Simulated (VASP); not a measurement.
# CsSb6 (Pm-3m) in VASP: a series of runs

CsSb6 is run at these levels: PBE; tasks: single point, relaxation of cell and atoms.

Everything below comes from runs of VASP 6.6.1. Logs are shortened: lines on timing, memory, paths and dates and some standing lists are left out, and cuts for length are marked.

### 1 The cell of the first run

The structure is cubic, space group Pm-3m (No. 221). Conventional cell: a = 7.387 Å, b = 7.387 Å, c = 7.387 Å, α = 90.00°, β = 90.00°, γ = 90.00°. Sb (site symmetry 4mm) has 5 Sb at 2.95 to 3.14 Å within 3.9 Å.

The cell was built from a structure type or drawn by symmetry, and may not be a known phase.

### 2 Single point, PBE

INCAR

```
PREC = Accurate ; ENCUT = 520
EDIFF = 1E-6 ; ISMEAR = 0
SIGMA = 0.1 ; LREAL = F
LASPH = T ; NELM = 100
ALGO = Normal ; ISIF = 2
LWAVE = F ; LCHARG = T
GGA = PE ; LELF = T
LVHAR = T ; NBANDS = 28
```

KPOINTS

```
Automatic mesh
0
Gamma
  4 4 4
```

POSCAR

```
CsSb6
1.0
    7.3868505502      0.0000000000      0.0000000000
    0.0000000000      7.3868505502      0.0000000000
    0.0000000000      0.0000000000      7.3868505502
Cs Sb
1 6
Direct
    0.0000000000      0.0000000000      0.0000000000
    0.1997697475      0.5000000000      0.5000000000
    0.5000000000      0.5000000000      0.8002302525
    0.5000000000      0.5000000000      0.1997697475
    0.5000000000      0.1997697475      0.5000000000
    0.5000000000      0.8002302525      0.5000000000
    0.8002302525      0.5000000000      0.5000000000
```

Potentials or basis: VASP PAW PBE potentials, release 64 (Cs_sv, Sb).

The run is started by

```
> cat potpaw_PBE.64/Cs_sv/POTCAR potpaw_PBE.64/Sb/POTCAR > POTCAR
> mpirun -np 1 vasp_std > vasp.out
```

OUTCAR:

```text
PREC = Accurate
   ENCUT = 520
   EDIFF = 1E-6
   ISMEAR = 0
   LREAL = F
   LASPH = T
   NELM = 100
   ISIF = 2
   GGA = PE

 ion  position               nearest neighbor table
   1  0.000  0.000  0.000-
   2  0.200  0.500  0.500-   7 2.95   4 3.14   5 3.14   6 3.14   3 3.14
   3  0.500  0.500  0.800-   4 2.95   2 3.14   5 3.14   6 3.14   7 3.14
   4  0.500  0.500  0.200-   3 2.95   2 3.14   5 3.14   6 3.14   7 3.14
   5  0.500  0.200  0.500-   6 2.95   3 3.14   4 3.14   2 3.14   7 3.14
   6  0.500  0.800  0.500-   5 2.95   3 3.14   4 3.14   2 3.14   7 3.14
   7  0.800  0.500  0.500-   2 2.95   3 3.14   4 3.14   5 3.14   6 3.14

  LATTYP: Found a simple cubic cell.
 ALAT       =     7.3868505502

  Lattice vectors:

 A1 = (   7.3868505502,   0.0000000000,   0.0000000000)
 A2 = (   0.0000000000,   7.3868505502,   0.0000000000)
 A3 = (   0.0000000000,   0.0000000000,   7.3868505502)

Analysis of symmetry for initial positions (statically):
=====================================================================
 Subroutine PRICEL returns:
 Original cell was already a primitive cell.

 Routine SETGRP: Setting up the symmetry group for a
 simple cubic supercell.

 Subroutine GETGRP returns: Found 48 space group operations
 (whereof 48 operations were pure point group operations)
 out of a pool of 48 trial point group operations.

The static configuration has the point symmetry O_h .

Analysis of symmetry for dynamics (positions and initial velocities):
=====================================================================
 Subroutine PRICEL returns:
 Original cell was already a primitive cell.

 Routine SETGRP: Setting up the symmetry group for a
 simple cubic supercell.

 Subroutine GETGRP returns: Found 48 space group operations
 (whereof 48 operations were pure point group operations)
 out of a pool of 48 trial point group operations.

The dynamic configuration has the point symmetry O_h .

 Subroutine INISYM returns: Found 48 space group operations
 (whereof 48 operations are pure point group operations),
 and found     1 'primitive' translations

----------------------------------------------------------------------------------------

                                     Primitive cell

  volume of cell :     403.0676

  direct lattice vectors                    reciprocal lattice vectors
     7.386850550  0.000000000  0.000000000     0.135375691  0.000000000  0.000000000
     0.000000000  7.386850550  0.000000000     0.000000000  0.135375691  0.000000000
     0.000000000  0.000000000  7.386850550     0.000000000  0.000000000  0.135375691

  length of vectors
     7.386850550  7.386850550  7.386850550     0.135375691  0.135375691  0.135375691

  position of ions in fractional coordinates (direct lattice)
     0.000000000  0.000000000  0.000000000
     0.199769747  0.500000000  0.500000000
     0.500000000  0.500000000  0.800230253
     0.500000000  0.500000000  0.199769747
     0.500000000  0.199769747  0.500000000
     0.500000000  0.800230253  0.500000000
     0.800230253  0.500000000  0.500000000

  ion indices of the primitive-cell ions
   primitive index   ion index
                 1           1
                 2           2
                 3           3
                 4           4
                 5           5
                 6           6
                 7           7

----------------------------------------------------------------------------------------

 KPOINTS: Automatic mesh

Automatic generation of k-mesh.
 Grid dimensions read from file:
 generate k-points for:    4    4    4

 Generating k-lattice:

  Cartesian coordinates                     Fractional coordinates (reciprocal lattice)
     0.033843923  0.000000000  0.000000000     0.250000000  0.000000000  0.000000000
     0.000000000  0.033843923  0.000000000     0.000000000  0.250000000  0.000000000
     0.000000000  0.000000000  0.033843923     0.000000000  0.000000000  0.250000000

  Length of vectors
     0.033843923  0.033843923  0.033843923

  Shift w.r.t. Gamma in fractional coordinates (k-lattice)
     0.000000000  0.000000000  0.000000000

 Subroutine IBZKPT returns following result:
 ===========================================

 Found     10 irreducible k-points:

 Following reciprocal coordinates:
            Coordinates               Weight
  0.000000  0.000000  0.000000      1.000000
  0.250000  0.000000  0.000000      6.000000
  0.500000  0.000000  0.000000      3.000000
  0.250000  0.250000  0.000000     12.000000
  0.500000  0.250000  0.000000     12.000000
  0.500000  0.500000  0.000000      3.000000
  0.250000  0.250000  0.250000      8.000000
  0.500000  0.250000  0.250000     12.000000
  0.500000  0.500000  0.250000      6.000000
  0.500000  0.500000  0.500000      1.000000
   k-points           NKPTS =     10   k-points in BZ     NKDIM =     10   number of bands    NBANDS=     28
   number of dos      NEDOS =    301   number of ions     NIONS =      7
   total plane-waves  NPLWV = 175616
   dimension x,y,z NGX =    56 NGY =   56 NGZ =   56
   dimension x,y,z NGXF=   112 NGYF=  112 NGZF=  112
   ions per type =               1   6
   NGX,Y,Z   is equivalent  to a cutoff of  12.60, 12.60, 12.60 a.u.
   NGXF,Y,Z  is equivalent  to a cutoff of  25.21, 25.21, 25.21 a.u.
 SYSTEM =  unknown system
   PREC   = accura    normal or accurate (medium, high low for compatibility)
   ISTART =      0    job   : 0-new  1-cont  2-samecut
   ICHARG =      2    charge: 1-file 2-atom 10-const
   ISPIN  =      1    spin polarized calculation?
   LNONCOLLINEAR =      F non collinear calculations
   LSORBIT =      F    spin-orbit coupling
   LASPH  =      T    aspherical Exc in radial PAW
   ENCUT  =  520.0 eV  38.22 Ry    6.18 a.u.  13.73 13.73 13.73*2*pi/ulx,y,z
   NELM   =    100;   NELMIN=  2; NELMDL= -5     # of ELM steps
   EDIFF  = 0.1E-05   stopping-criterion for ELM
   LREAL  =      F    real-space projection
   EDIFFG = 0.1E-04   stopping-criterion for IOM
   NSW    =      0    number of steps for IOM
   IBRION =     -1    ionic relax: 0-MD 1-quasi-New 2-CG
   NFREE  =      0    steps in history (QN), initial steepest desc. (CG)
   ISIF   =      2    stress and relaxation
   ISYM   =      2    0-nonsym 1-usesym 2-fastsym
   POTIM  = 0.5000    time-step for ionic-motion
   TEBEG  =    0.0;   TEEND  =   0.0 temperature during run
   PSTRESS=    0.0 pullay stress
   NELECT =      39.0000    total number of electrons
   NUPDOWN=      -1.0000    fix difference up-down
   EMIN   =  10.00;   EMAX   =-10.00  energy-range for DOS
   EFERMI =   0.00;   METHOD = LEGACY
   ISMEAR =     0;   SIGMA  =   0.10  broadening in eV -4-tet -1-fermi 0-gaus
   EFERMI_NEDOS =   21; number of points for ismear=-14 and -15
   IALGO  =     38    algorithm
   IMIX   =      4    mixing-type and parameters
     AMIX     =   0.40;   BMIX     =  1.00
     AMIX_MAG =   1.60;   BMIX_MAG =  1.00
  volume/ion in A,a.u.               =      57.58       388.58
  Fermi-wavevector in a.u.,A,eV,Ry     =   0.751572  1.420264  7.685386  0.564860
  Thomas-Fermi vector in A             =   1.848584
   LORBIT       =      0    0 simple, 1 ext, 2 COOP (PROOUT), +10 PAW based schemes
   GGA     = PE    functional components
   LHFCALC =     F    Hartree Fock is set to
   AEXX    =    0.0000 exact exchange contribution
   IVDW    =     0    specifies the selected vdW correction
   LEPSILON=     F    determine dielectric tensor
   LRPA    =     F    only Hartree local field effects (RPA)
 non-spin polarized calculation
 Gauss-broadening in eV      SIGMA  =   0.10
  energy-cutoff  :      520.00
  volume of cell :      403.07
 maximum number of plane-waves:     10891
 NGX is ok and might be reduce to    56
   NGX = 27   NGY = 27   NGZ = 27

 number of electron      38.9999999 magnetization

 Free energy of the ion-electron system (eV)
  ---------------------------------------------------
  ext. energy  EPLUGINS =         0.00000000
  ---------------------------------------------------
  free energy    TOTEN  =       -23.53100119 eV

  energy without entropy =      -23.51048937  energy(sigma->0) =      -23.52074528

 E-fermi :   2.0803     XC(G=0):  -6.5399

 val. band max:        2.0304061782   @ k =   0.2500   0.0000   0.0000
 cond. band min:       2.1181119441   @ k =   0.5000   0.2500   0.0000
 fundamental gap:      0.0877057659
 Fermi energy:         2.0803136665

 k-point     1 :       0.0000    0.0000    0.0000
  band No.  band energies     occupation
      1     -21.4774      2.00000
      2      -9.5914      2.00000
      3      -8.2278      2.00000
      4      -8.2278      2.00000
      5      -8.2278      2.00000
      6      -6.7291      2.00000
[... 20 lines left out ...]
     27       4.7851      0.00000
     28       4.7851      0.00000

 k-point     2 :       0.2500    0.0000    0.0000
  band No.  band energies     occupation
      1     -21.4774      2.00000
      2      -9.5233      2.00000
      3      -8.2280      2.00000
      4      -8.2276      2.00000
      5      -8.2276      2.00000
      6      -7.3848      2.00000
[... 20 lines left out ...]
     27       5.1504      0.00000
     28       5.1505      0.00000

 k-point     3 :       0.5000    0.0000    0.0000
  band No.  band energies     occupation
      1     -21.4774      2.00000
      2      -9.4426      2.00000
      3      -8.2273      2.00000
      4      -8.2273      2.00000
      5      -8.2270      2.00000
      6      -7.7293      2.00000
[... 182 lines left out ...]
      3      -8.2309      2.00000
      4      -8.2309      2.00000
      5      -8.2280      2.00000
      6      -7.7181      2.00000
[... 20 lines left out ...]
     27       4.1121      0.00000
     28       5.3352      0.00000

 k-point    10 :       0.5000    0.5000    0.5000
  band No.  band energies     occupation
      1     -21.4773      2.00000
      2      -9.0286      2.00000
      3      -8.2289      2.00000
      4      -8.2289      2.00000
      5      -8.2289      2.00000
      6      -7.7179      2.00000
[... 20 lines left out ...]
     27       3.9024      0.00000
     28       5.6970      0.00000

------------------------ aborting loop because EDIFF is reached ----------------------------------------

  FORCE on cell =-STRESS in cart. coord.  units (eV):
  Direction    XX          YY          ZZ          XY          YZ          ZX
  --------------------------------------------------------------------------------------
  -------------------------------------------------------------------------------------
  Total       -0.3211184     -0.3211184     -0.3211184     -0.0000000     -0.0000000      0.0000000
  in kB       -1.2764323     -1.2764323     -1.2764323     -0.0000000     -0.0000000      0.0000000
  external PRESSURE =      -1.2764323 kB  Pullay stress =       0.0000000 kB

 VOLUME and BASIS-vectors are now :
 -----------------------------------------------------------------------------
  energy-cutoff  :      520.00
  volume of cell :      403.07
      direct lattice vectors                 reciprocal lattice vectors
     7.386850550  0.000000000  0.000000000     0.135375691  0.000000000  0.000000000
     0.000000000  7.386850550  0.000000000     0.000000000  0.135375691  0.000000000
     0.000000000  0.000000000  7.386850550     0.000000000  0.000000000  0.135375691

 POSITION                                       TOTAL-FORCE (eV/Angst)
 -----------------------------------------------------------------------------------
      0.00000      0.00000      0.00000        -0.000000     -0.000000     -0.000000
      1.47567      3.69343      3.69343        -0.001736     -0.000000      0.000000
      3.69343      3.69343      5.91118        -0.000000      0.000000      0.001736
      3.69343      3.69343      1.47567        -0.000000     -0.000000     -0.001736
      3.69343      1.47567      3.69343        -0.000000     -0.001736     -0.000000
      3.69343      5.91118      3.69343        -0.000000      0.001736      0.000000
      5.91118      3.69343      3.69343         0.001736      0.000000     -0.000000
 -----------------------------------------------------------------------------------
    total drift:                               -0.000000     -0.000000     -0.000000

  FREE ENERGIE OF THE ION-ELECTRON SYSTEM (eV)
  ---------------------------------------------------
  free  energy   TOTEN  =       -23.5310011875 eV

  energy  without entropy=      -23.5104893694  energy(sigma->0) =      -23.52074528
```

It took 77 s on 1 thread of AMD EPYC 7R13 (Zen 3), shared host; peak memory 0.42 GiB.

Results:

* Free energy: -23.5310 eV
* Pressure: -0.1 GPa
* Band gap on the k mesh: zero (an odd number of electrons rules out a gap without spin polarisation)

Levels at points of the mesh, in eV from the Fermi level:
| k point | band 16 | band 17 | band 18 | band 19 | band 20 | band 21 | band 22 | band 23 |
| --- | --- | --- | --- | --- | --- | --- | --- | --- |
| (0.00, 0.00, 0.00) | -1.29 | -1.29 | -0.84 | -0.84 | -0.84 | 0.51 | 0.51 | 1.38 |
| (0.50, 0.00, 0.00) | -1.15 | -1.15 | -0.96 | -0.35 | 0.28 | 0.28 | 0.51 | 1.95 |
| (0.50, 0.50, 0.00) | -2.68 | -0.61 | -0.61 | -0.27 | 0.79 | 0.84 | 1.18 | 1.18 |
| (0.50, 0.50, 0.50) | -3.21 | -1.09 | 0.77 | 0.77 | 0.77 | 0.81 | 0.81 | 0.81 |

Caveat: spin-orbit coupling is left out, which moves the levels of the heavy elements.

(Part 1 of 2 ends here.)
